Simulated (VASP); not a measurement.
Runs of VASP 6.6.1 on MoS2. The structure is that of space group P-3m1 (No. 164), or close to it. The cells are those of the table. 

```tsv
task	level	potentials or basis	cell	cutoff (eV)	smearing	gap on the mesh (eV)	largest force (eV/Å)
single point	LDA	VASP PAW LDA potentials, release 64 (Mo_sv, S)	a = 3.121, b = 3.121, c = 21.363 Å, angles 90.0, 90.0, 120.0°, 6 atoms	520	fermi-dirac 0.05 eV	1.24	0.02
single point	PBE+D3(BJ)	VASP PAW PBE potentials, release 64 (Mo_sv, S)	a = 3.206, b = 3.206, c = 21.814 Å, angles 90.0, 90.0, 120.0°, 6 atoms	520	fermi-dirac 0.05 eV	1.37	0.21
single point	PBEsol+D3(BJ)	VASP PAW PBE potentials, release 64 (Mo_sv, S)	a = 3.142, b = 3.142, c = 21.378 Å, angles 90.0, 90.0, 120.0°, 6 atoms	520	fermi-dirac 0.05 eV	1.45	0.62
single point	PBEsol+D3(BJ)	VASP PAW PBE potentials, release 64 (Mo_sv, S)	a = 3.226, b = 3.226, c = 21.956 Å, angles 90.0, 90.0, 120.0°, 6 atoms	520	fermi-dirac 0.05 eV	1.33	(a)
single point	RPBE+D3(BJ)	VASP PAW PBE potentials, release 64 (Mo_sv, S)	a = 3.206, b = 3.206, c = 21.814 Å, angles 90.0, 90.0, 120.0°, 6 atoms	520	fermi-dirac 0.05 eV	(b)	0.84
single point	PBE	VASP PAW PBE potentials, release 64 (Mo_sv, S)	a = 3.247, b = 3.247, c = 22.096 Å, angles 90.0, 90.0, 120.0°, 6 atoms	520	fermi-dirac 0.05 eV	1.31	0.71
single point	r2SCAN+rVV10	VASP PAW PBE potentials, release 64 (Mo_sv, S)	a = 3.173, b = 3.173, c = 21.283 Å, angles 90.0, 90.0, 120.0°, 6 atoms	520	fermi-dirac 0.05 eV	1.45	0.02
single point	PBE	VASP PAW PBE potentials, release 64 (Mo_sv, S)	a = 3.185, b = 3.185, c = 21.671 Å, angles 90.0, 90.0, 120.0°, 6 atoms	520	gaussian 0.013 eV	1.40	0.22
relaxation of cell and atoms	LDA	VASP PAW LDA potentials, release 64 (Mo_sv, S)	relaxed from a = 3.185, b = 3.185, c = 21.671 Å, angles 90.0, 90.0, 120.0°, 6 atoms	600	fermi-dirac 0.05 eV	1.24	-
single point	PBEsol+D3(BJ)	VASP PAW PBE potentials, release 64 (Mo_sv, S)	a = 3.163, b = 3.163, c = 21.525 Å, angles 90.0, 90.0, 120.0°, 6 atoms	520	fermi-dirac 0.05 eV	1.42	0.25
single point	revPBE+D4	VASP PAW PBE potentials, release 64 (Mo_sv, S)	a = 3.141, b = 3.141, c = 21.180 Å, angles 90.0, 90.0, 120.0°, 6 atoms	520	fermi-dirac 0.05 eV	1.16	0.04
single point	PBEsol+D3(BJ)	VASP PAW PBE potentials, release 64 (Mo_sv, S)	a = 3.206, b = 3.206, c = 21.814 Å, angles 90.0, 90.0, 120.0°, 6 atoms	520	fermi-dirac 0.05 eV	(c)	0.51
```

Alike in all rows: no spin polarisation; k mesh 10 × 10 × 2.

Q: Estimate the missing entries.

A: (a) 0.80; (b) 1.38; (c) 1.36.

Caveats: the PAW data sets were made with another functional, which shifts forces and pressure a little (some runs).

A k mesh can miss the band edges, and the runs leave out spin-orbit coupling on Mo.
